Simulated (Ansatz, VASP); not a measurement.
Mg4Se3O: VASP beside Ansatz

```xyz
8
Lattice="-2.8679 2.8679 5.5501 2.8679 -2.8679 5.5501 2.8679 2.8679 -5.5501" Properties=species:S:1:pos:R:3 pbc="T T T"
O     0.0000    0.0000    0.0000
Mg    1.6729    1.6729    4.3536
Mg   -1.6729    1.6729    6.7467
Mg    1.1950    1.1950   -1.1965
Mg    1.6729   -1.6729    6.7467
Se    2.8679    0.0000    2.7751
Se    0.0000    0.0000    5.5501
Se    0.0000    2.8679    2.7751
```

Alike in both runs: task single point; functional PBE; k mesh 6 × 6 × 6; no spin polarisation.

```csv
,VASP,Ansatz
version,VASP 6.6.1,Ansatz 0.2.0
potentials or method,"VASP PAW PBE potentials, release 64 (O, Mg, Se)","plane waves, PAW"
plane-wave cutoff (eV),520,420
occupations,"gaussian, width 0.01 eV",fixed
valence electrons in the cell,32,94
```

|  | VASP | Ansatz | Ansatz less VASP |
| --- | --- | --- | --- |
| gap on the k mesh at the Fermi level (eV) | 1.54 | 1.55 | +0.010 |
| pressure (GPa) | -1.7 | -1.6 | +0.11 |
| rms of the force components (eV/Å) | 0.004 | 0.005 | +0.0002 |

VASP's potentials hold 32 valence electrons a cell and Ansatz's 94, so a difference there can come from the potentials and not from the codes.
